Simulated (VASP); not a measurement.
Hg:

```
CELL_PARAMETERS angstrom
-1.80000 1.80000 1.80000
1.80000 -1.80000 1.80000
1.80000 1.80000 -1.80000
ATOMIC_POSITIONS crystal
Hg 0.00000 0.00000 0.00000
```

```yaml
Program: VASP 6.6.1
Task: relaxation of cell and atoms
Functional: PBEsol
Potentials_or_basis: VASP PAW PBE potentials, release 64 (Hg)
Cutoff: 500 eV
k_mesh: 10 × 10 × 10
Occupations: fermi-dirac, width 0.1 eV
Spin: no spin polarisation
```

At the start: pressure 1.2 GPa; volume 23.33 Å³/atom.

Task: How do energy, volume and symmetry change on relaxing?

Result: Over 3 steps the energy falls by 3.2 meV/atom and the volume is 24.18 Å³/atom (+3.7 %); space group Im-3m (No. 229, to 0.1 Å) before and after.

The path:
```tsv
step	energy change (eV)	largest force (eV/Å)	pressure (GPa)	volume (Å³)
1	0.0000	0.0000	1.25	23.33
2	-0.0029	0.0000	0.30	23.95
3	-0.0032	0.0000	-0.01	24.18
```

Final structure:
```
Hg
1.0
    -1.82170    1.82170    1.82170
     1.82170   -1.82170    1.82170
     1.82170    1.82170   -1.82170
Hg
1
Direct
  0.00000 0.00000 0.00000
```

Caveat: the PAW data sets were made with another functional, which shifts forces and pressure a little.
